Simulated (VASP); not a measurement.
A run of VASP 6.6.1:

File POSCAR:

```
Zr
1.0
    3.2320000000      0.0000000000      0.0000000000
   -1.6160000000      2.7989941050      0.0000000000
    0.0000000000      0.0000000000      5.1470000000
Zr
2
Direct
    0.6666666667      0.3333333333      0.7500000000
    0.3333333333      0.6666666667      0.2500000000
```

INCAR.step1

```
PREC = Accurate ; ENCUT = 520
EDIFF = 1E-5 ; ISMEAR = -1
SIGMA = 0.05 ; LREAL = False
LASPH = True ; NELM = 80
ALGO = Normal ; ISIF = 2
LWAVE = True ; LCHARG = False
NBANDS = 19 ; GGA = PE
```

File INCAR.step2:

```
PREC = Accurate ; ENCUT = 520
EDIFF = 1E-6 ; ISMEAR = -1
SIGMA = 0.05 ; LREAL = False
LASPH = True ; NELM = 80
ALGO = Normal ; ISIF = 2
LWAVE = False ; LCHARG = False
GGA = PE ; LHFCALC = True
HFSCREEN = 0.2079 ; PRECFOCK = Normal
NBANDS = 19 ; ISTART = 1
```

File KPOINTS:

```
Automatic mesh
0
Gamma
  5 5 3
```

Potentials or basis: VASP PAW PBE potentials, release 64 (Zr_sv).

Launch:

```bash
$ cat potpaw_PBE.64/Zr_sv/POTCAR > POTCAR
$ cp INCAR.step1 INCAR
$ mpirun -np 1 vasp_std > vasp.out
$ cp INCAR.step2 INCAR
$ mpirun -np 1 vasp_std > vasp.out
```

Hardware: 1 thread of Intel(R) Xeon(R) Platinum 8259CL CPU @ 2.50GHz (Skylake/Cascade Lake), on a shared host.

Problem. How long does it take, and how much memory?

Solution. It took 17 min on 1 thread of Intel(R) Xeon(R) Platinum 8259CL CPU @ 2.50GHz (Skylake/Cascade Lake) (shared host), peak memory 0.26 GiB. Counts: k points 10.
